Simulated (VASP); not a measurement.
# TiAl (P-6m2) in VASP: notebook

Runs on TiAl. Level: PBEsol. Tasks: single point.

Program: VASP 6.6.1. These are calculated values, not measurements. Logs are shortened: lines on timing, memory, paths and dates and some standing lists are left out, and cuts for length are marked.

## (1) The cell of the first run

The structure is hexagonal, space group P-6m2 (No. 187). Conventional cell: a = 2.928 Å, b = 2.928 Å, c = 4.370 Å, α = 90.00°, β = 90.00°, γ = 120.00°. Within 3.6 Å of Ti (site symmetry -6m2) lie 6 Al at 2.76 Å and 6 Ti at 2.93 Å. Within 3.6 Å of Al (site symmetry -6m2) lie 6 Ti at 2.76 Å and 6 Al at 2.93 Å.

## (2) Single point, PBEsol

Contents of INCAR:

```
PREC = Accurate ; ENCUT = 500
EDIFF = 1E-6 ; ISMEAR = 0
SIGMA = 0.15 ; LREAL = F
LASPH = T ; NELM = 120
ALGO = Normal ; ISIF = 2
LWAVE = F ; LCHARG = T
GGA = PS ; LELF = T
LVHAR = T ; NBANDS = 14
GGA_COMPAT = F
```

Contents of KPOINTS:

```
regular mesh
0
Gamma
  24 24 14
```

Contents of POSCAR:

```
TiAl
1.0
    2.9280834897      0.0000000000      0.0000000000
   -1.4640417448      2.5357946865      0.0000000000
    0.0000000000      0.0000000000      4.3701398237
Ti Al
1 1
Direct
    0.0000000000      0.0000000000      0.0000000000
    0.3333333333      0.6666666667      0.5000000000
```

Potentials or basis: VASP PAW PBE potentials, release 64 (Ti_sv, Al).

The run is started by

```console
$ cat potpaw_PBE.64/Ti_sv/POTCAR potpaw_PBE.64/Al/POTCAR > POTCAR
$ mpirun -np 1 vasp_std > vasp.out
```

OUTCAR:

```text
PREC = Accurate
   ENCUT = 500
   EDIFF = 1E-6
   ISMEAR = 0
   LREAL = F
   LASPH = T
   NELM = 120
   ISIF = 2
   GGA = PS

 ion  position               nearest neighbor table
   1  0.000  0.000  0.000-   2 2.76   2 2.76   2 2.76   2 2.76   2 2.76   2 2.76
   2  0.333  0.667  0.500-   1 2.76   1 2.76   1 2.76   1 2.76   1 2.76   1 2.76

  LATTYP: Found a hexagonal cell.
 ALAT       =     2.9280834897
 C/A-ratio  =     1.4924915355

  Lattice vectors:

 A1 = (   2.9280834897,   0.0000000000,   0.0000000000)
 A2 = (  -1.4640417448,   2.5357946865,   0.0000000000)
 A3 = (   0.0000000000,   0.0000000000,   4.3701398237)

Analysis of symmetry for initial positions (statically):
=====================================================================
 Subroutine PRICEL returns:
 Original cell was already a primitive cell.

 Routine SETGRP: Setting up the symmetry group for a
 hexagonal supercell.

 Subroutine GETGRP returns: Found 12 space group operations
 (whereof 12 operations were pure point group operations)
 out of a pool of 24 trial point group operations.

The static configuration has the point symmetry D_3h.

Analysis of symmetry for dynamics (positions and initial velocities):
=====================================================================
 Subroutine PRICEL returns:
 Original cell was already a primitive cell.

 Routine SETGRP: Setting up the symmetry group for a
 hexagonal supercell.

 Subroutine GETGRP returns: Found 12 space group operations
 (whereof 12 operations were pure point group operations)
 out of a pool of 24 trial point group operations.

The dynamic configuration has the point symmetry D_3h.

 Subroutine INISYM returns: Found 12 space group operations
 (whereof 12 operations are pure point group operations),
 and found     1 'primitive' translations

----------------------------------------------------------------------------------------

                                     Primitive cell

  volume of cell :      32.4484

  direct lattice vectors                    reciprocal lattice vectors
     2.928083490  0.000000000  0.000000000     0.341520316  0.197176847  0.000000000
    -1.464041745  2.535794687  0.000000000     0.000000000  0.394353693  0.000000000
     0.000000000  0.000000000  4.370139824     0.000000000  0.000000000  0.228825630

  length of vectors
     2.928083490  2.928083490  4.370139824     0.394353693  0.394353693  0.228825630

  position of ions in fractional coordinates (direct lattice)
     0.000000000  0.000000000  0.000000000
     0.333333333  0.666666667  0.500000000

  ion indices of the primitive-cell ions
   primitive index   ion index
                 1           1
                 2           2

----------------------------------------------------------------------------------------

 KPOINTS: regular mesh

Automatic generation of k-mesh.
 Grid dimensions read from file:
 generate k-points for:   24   24   14

 Generating k-lattice:

  Cartesian coordinates                     Fractional coordinates (reciprocal lattice)
     0.014230013  0.008215702  0.000000000     0.041666667 -0.000000000  0.000000000
     0.000000000  0.016431404  0.000000000     0.000000000  0.041666667  0.000000000
     0.000000000  0.000000000  0.016344688     0.000000000  0.000000000  0.071428571

  Length of vectors
     0.016431404  0.016431404  0.016344688

  Shift w.r.t. Gamma in fractional coordinates (k-lattice)
     0.000000000  0.000000000  0.000000000

 Subroutine IBZKPT returns following result:
 ===========================================

 Found    488 irreducible k-points:

 Following reciprocal coordinates:
            Coordinates               Weight
  0.000000  0.000000  0.000000      1.000000
  0.041667  0.000000  0.000000      6.000000
  0.083333  0.000000  0.000000      6.000000
  0.125000  0.000000  0.000000      6.000000
  0.166667  0.000000  0.000000      6.000000
  0.208333 -0.000000  0.000000      6.000000
[... 16 lines left out ...]
  0.416667  0.041667  0.000000     12.000000
  0.458333  0.041667  0.000000     12.000000
 [... further k-points ...]
   k-points           NKPTS =    488   k-points in BZ     NKDIM =    488   number of bands    NBANDS=     14
   number of dos      NEDOS =    301   number of ions     NIONS =      2
   total plane-waves  NPLWV =  18432
   dimension x,y,z NGX =    24 NGY =   24 NGZ =   32
   dimension x,y,z NGXF=    48 NGYF=   48 NGZF=   64
   ions per type =               1   1
   NGX,Y,Z   is equivalent  to a cutoff of  13.63, 13.63, 12.17 a.u.
   NGXF,Y,Z  is equivalent  to a cutoff of  27.25, 27.25, 24.35 a.u.
 SYSTEM =  unknown system
   PREC   = accura    normal or accurate (medium, high low for compatibility)
   ISTART =      0    job   : 0-new  1-cont  2-samecut
   ICHARG =      2    charge: 1-file 2-atom 10-const
   ISPIN  =      1    spin polarized calculation?
   LNONCOLLINEAR =      F non collinear calculations
   LSORBIT =      F    spin-orbit coupling
   LASPH  =      T    aspherical Exc in radial PAW
   ENCUT  =  500.0 eV  36.75 Ry    6.06 a.u.   5.34  5.34  7.97*2*pi/ulx,y,z
   NELM   =    120;   NELMIN=  2; NELMDL= -5     # of ELM steps
   EDIFF  = 0.1E-05   stopping-criterion for ELM
   LREAL  =      F    real-space projection
   EDIFFG = 0.1E-04   stopping-criterion for IOM
   NSW    =      0    number of steps for IOM
   IBRION =     -1    ionic relax: 0-MD 1-quasi-New 2-CG
   NFREE  =      0    steps in history (QN), initial steepest desc. (CG)
   ISIF   =      2    stress and relaxation
   ISYM   =      2    0-nonsym 1-usesym 2-fastsym
   POTIM  = 0.5000    time-step for ionic-motion
   TEBEG  =    0.0;   TEEND  =   0.0 temperature during run
   PSTRESS=    0.0 pullay stress
   NELECT =      15.0000    total number of electrons
   NUPDOWN=      -1.0000    fix difference up-down
   EMIN   =  10.00;   EMAX   =-10.00  energy-range for DOS
   EFERMI =   0.00;   METHOD = LEGACY
   ISMEAR =     0;   SIGMA  =   0.15  broadening in eV -4-tet -1-fermi 0-gaus
   EFERMI_NEDOS =   21; number of points for ismear=-14 and -15
   IALGO  =     38    algorithm
   IMIX   =      4    mixing-type and parameters
     AMIX     =   0.40;   BMIX     =  1.00
     AMIX_MAG =   1.60;   BMIX_MAG =  1.00
  volume/ion in A,a.u.               =      16.22       109.49
  Fermi-wavevector in a.u.,A,eV,Ry     =   1.265827  2.392066 21.800854  1.602318
  Thomas-Fermi vector in A             =   2.399060
   LORBIT       =      0    0 simple, 1 ext, 2 COOP (PROOUT), +10 PAW based schemes
   GGA     = PS    functional components
   LHFCALC =     F    Hartree Fock is set to
   AEXX    =    0.0000 exact exchange contribution
   IVDW    =     0    specifies the selected vdW correction
   LEPSILON=     F    determine dielectric tensor
   LRPA    =     F    only Hartree local field effects (RPA)
 non-spin polarized calculation
 Gauss-broadening in eV      SIGMA  =   0.15
  energy-cutoff  :      500.00
  volume of cell :       32.45
 maximum number of plane-waves:       844
 NGX is ok and might be reduce to    24
   NGX = 11   NGY = 11   NGZ = 15

 number of electron      15.0000001 magnetization

 Free energy of the ion-electron system (eV)
  ---------------------------------------------------
  ext. energy  EPLUGINS =         0.00000000
  ---------------------------------------------------
  free energy    TOTEN  =       -12.88458391 eV

  energy without entropy =      -12.85297337  energy(sigma->0) =      -12.86877864

 E-fermi :   7.9738     XC(G=0): -11.1455

 val. band max:        7.9734972089   @ k =   0.1667   0.1667   0.3571
 cond. band min:       7.9745372032   @ k =   0.1667   0.1250   0.2857
 fundamental gap:      0.0010399943
 Fermi energy:         7.9737619485

 k-point     1 :       0.0000    0.0000    0.0000
  band No.  band energies     occupation
      1     -48.2909      2.00000
      2     -24.7306      2.00000
      3     -24.3471      2.00000
      4     -24.3471      2.00000
      5      -0.8866      2.00000
      6       5.9723      2.00000
      7       6.9235      2.00000
      8       9.1959      0.00000
      9       9.1959      0.00000
     10      10.5408      0.00000
     11      10.5408      0.00000
     12      13.0749      0.00000
     13      20.1260      0.00000
     14      20.1260      0.00000

 k-point     2 :       0.0417    0.0000    0.0000
  band No.  band energies     occupation
      1     -48.2896      2.00000
      2     -24.7293      2.00000
      3     -24.3557      2.00000
      4     -24.3491      2.00000
      5      -0.8448      2.00000
      6       6.0134      2.00000
      7       6.9133      2.00000
      8       9.1530      0.00000
      9       9.2289      0.00000
     10      10.5287      0.00000
     11      10.5701      0.00000
     12      13.0797      0.00000
     13      19.3984      0.00000
     14      19.6758      0.00000

 k-point     3 :       0.0833    0.0000    0.0000
  band No.  band energies     occupation
      1     -48.2859      2.00000
      2     -24.7253      2.00000
      3     -24.3806      2.00000
      4     -24.3547      2.00000
      5      -0.7196      2.00000
      6       6.1338      2.00000
      7       6.8844      2.00000
      8       9.0302      0.00000
      9       9.3270      0.00000
     10      10.4936      0.00000
     11      10.6564      0.00000
     12      13.0924      0.00000
     13      18.1750      0.00000
     14      19.0077      0.00000

 k-point     4 :       0.1250    0.0000    0.0000
  band No.  band energies     occupation
      1     -48.2799      2.00000
      2     -24.7190      2.00000
      3     -24.4200      2.00000
      4     -24.3637      2.00000
      5      -0.5125      2.00000
      6       6.3231      2.00000
      7       6.8407      2.00000
      8       8.8433      0.00000
      9       9.4870      0.00000
     10      10.4382      0.00000
     11      10.7948      0.00000
     12      13.1070      0.00000
     13      16.9119      0.00000
     14      18.3653      0.00000

 k-point     5 :       0.1667    0.0000    0.0000
  band No.  band energies     occupation
      1     -48.2720      2.00000
      2     -24.7108      2.00000
      3     -24.4712      2.00000
      4     -24.3754      2.00000
      5      -0.2254      2.00000
      6       6.5615      2.00000
      7       6.7878      2.00000
      8       8.6147      0.00000
      9       9.7034      0.00000
     10      10.3671      0.00000
     11      10.9785      0.00000
[... 276 lines left out ...]
 k-point    22 :       0.3750    0.0417    0.0000
  band No.  band energies     occupation
      1     -48.2223      2.00000
      2     -24.7818      2.00000
      3     -24.6590      2.00000
      4     -24.4529      2.00000
      5       2.6469      2.00000
      6       6.4030      2.00000
      7       6.5495      2.00000
      8       7.3098      2.00000
      9       9.8742      0.00000
     10      11.2870      0.00000
     11      12.0861      0.00000
     12      12.4450      0.00000
     13      13.8277      0.00000
     14      15.1839      0.00000

 k-point    23 :       0.4167    0.0417    0.0000
  band No.  band energies     occupation
      1     -48.2174      2.00000
      2     -24.8122      2.00000
      3     -24.6538      2.00000
      4     -24.4604      2.00000
      5       3.3323      2.00000
      6       5.7733      2.00000
      7       6.5326      2.00000
      8       7.1670      2.00000
      9       9.8276      0.00000
     10      11.5086      0.00000
     11      12.2163      0.00000
     12      12.6464      0.00000
     13      13.9198      0.00000
     14      15.0048      0.00000

 k-point    24 :       0.4583    0.0417    0.0000
  band No.  band energies     occupation
      1     -48.2148      2.00000
      2     -24.8278      2.00000
      3     -24.6511      2.00000
      4     -24.4643      2.00000
      5       3.9666      2.00000
      6       5.1423      2.00000
      7       6.5243      2.00000
      8       7.0999      2.00000
      9       9.8035      0.00000
     10      11.6415      0.00000
     11      12.3050      0.00000
     12      12.7601      0.00000
     13      13.9864      0.00000
     14      14.9169      0.00000

 [... further k-points ...]
[... 5 lines left out ...]
  --------------------------------------------------------------------------------------
  -------------------------------------------------------------------------------------
  Total       -0.3962664     -0.3962664      1.7516226     -0.0000000      0.0000000      0.0000000
  in kB      -19.5661302    -19.5661302     86.4884776     -0.0000000      0.0000000      0.0000000
  external PRESSURE =      15.7854057 kB  Pullay stress =       0.0000000 kB

 VOLUME and BASIS-vectors are now :
 -----------------------------------------------------------------------------
  energy-cutoff  :      500.00
  volume of cell :       32.45
      direct lattice vectors                 reciprocal lattice vectors
     2.928083490  0.000000000  0.000000000     0.341520316  0.197176847  0.000000000
    -1.464041745  2.535794687  0.000000000     0.000000000  0.394353693  0.000000000
     0.000000000  0.000000000  4.370139824     0.000000000  0.000000000  0.228825630

 POSITION                                       TOTAL-FORCE (eV/Angst)
 -----------------------------------------------------------------------------------
      0.00000      0.00000      0.00000        -0.000000      0.000000      0.000000
     -0.00000      1.69053      2.18507         0.000000      0.000000      0.000000
 -----------------------------------------------------------------------------------
    total drift:                                0.000000     -0.000000      0.000000

  FREE ENERGIE OF THE ION-ELECTRON SYSTEM (eV)
  ---------------------------------------------------
  free  energy   TOTEN  =       -12.8845839080 eV

  energy  without entropy=      -12.8529733660  energy(sigma->0) =      -12.86877864
```

Wall time 60 s (1 thread of Intel Xeon 6975P-C (Granite Rapids), shared host); peak memory 0.33 GiB.

Results:

```
Free energy            : -12.8846 eV
Pressure               : 1.6 GPa
Band gap on the k mesh : zero (an odd number of electrons rules out a gap without spin polarisation)
```

Caveat: the stress differs along the axes, from -2 to 9 GPa; the PAW data sets were made with another functional, which shifts forces and pressure a little.

(Continued in part 2 of 2.)
